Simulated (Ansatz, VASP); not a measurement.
HfO2 in VASP and in Ansatz

INCAR

```
SYSTEM = HfO2
PREC = Accurate
ENCUT = 520
EDIFF = 1E-7
ISMEAR = 0
SIGMA = 0.02
LREAL = .FALSE.
LASPH = .TRUE.
NELM = 60
ALGO = Normal
ISIF = 2
LWAVE = .FALSE.
LCHARG = .FALSE.
GGA = PE
NBANDS = 31
```

Contents of KPOINTS:

```
Automatic mesh
0
G
  6 6 8
  0 0 0
```

File POSCAR:

```
HfO2
1.0
    4.8805277517      0.0000000000      0.0000000000
    0.0000000000      4.8805277517      0.0000000000
    0.0000000000      0.0000000000      3.2378997107
Hf O
2 4
Direct
    0.5000000000      0.5000000000      0.0000000000
    0.0000000000      0.0000000000      0.5000000000
    0.6947860667      0.6947860667      0.5000000000
    0.8052139333      0.1947860667      0.0000000000
    0.1947860667      0.8052139333      0.0000000000
    0.3052139333      0.3052139333      0.5000000000
```

Input for Ansatz:

```yaml
crystal:
  lattice:
    - [4.8805277517, 0.0, 0.0]
    - [0.0, 4.8805277517, 0.0]
    - [0.0, 0.0, 3.2378997107]
  atoms:
    - { symbol: Hf, position: [0.5, 0.5, 0.0] }
    - { symbol: Hf, position: [0.0, 0.0, 0.5] }
    - { symbol: O, position: [0.6947860667, 0.6947860667, 0.5] }
    - { symbol: O, position: [0.8052139333, 0.1947860667, 0.0] }
    - { symbol: O, position: [0.1947860667, 0.8052139333, 0.0] }
    - { symbol: O, position: [0.3052139333, 0.3052139333, 0.5] }
basis:
  ecutwfc: 420
kpoints:
  mp_grid: { grid: [6, 6, 8] }
  band_path: { path: [VBM, CBM], npoints: 2 }
hamiltonian:
  xc: pbe
scf:
  occupations: { method: gaussian, width: 0.02 }
output:
  forces: true
  stress: true
  eigenvalues: true
checkpoint:
  read: start.run
  write: ck
  compress: false
  write_wavefunctions: false
  write_every: 100000
```

Alike in both runs: task single point; functional PBE; k mesh 6 × 6 × 8; occupations gaussian, width 0.02 eV; no spin polarisation.

|  | VASP | Ansatz |
| --- | --- | --- |
| version | VASP 6.6.1 | Ansatz 0.2.0 |
| potentials or method | VASP PAW PBE potentials, release 64 (Hf_pv, O), cutoff 520 eV | scalar-relativistic, plane waves, PAW |
| valence electrons in the cell | 44 | 76 |

|  | VASP | Ansatz | Ansatz less VASP |
| --- | --- | --- | --- |
| gap on the k mesh at the Fermi level (eV) | 3.84 | 3.90 | +0.059 |
| least direct gap on the mesh (eV) | 3.84 | 3.90 | +0.059 |
| pressure (GPa) | -2.8 | 0.0 | +2.75 |
| traceless stress, the component that is largest in VASP (GPa) | -0.50 | -0.02 | +0.483 |
| rms of the force components (eV/Å) | 0.022 | 0.001 | -0.0211 |

Atom by atom the forces differ by 0.024 eV/Å (rms over components). The functional is the same, so the differences come from potentials, cutoffs and numerics. VASP's potentials hold 44 valence electrons a cell and Ansatz's 76, so a difference there can come from the potentials and not from the codes.

Spin-orbit coupling is off throughout.
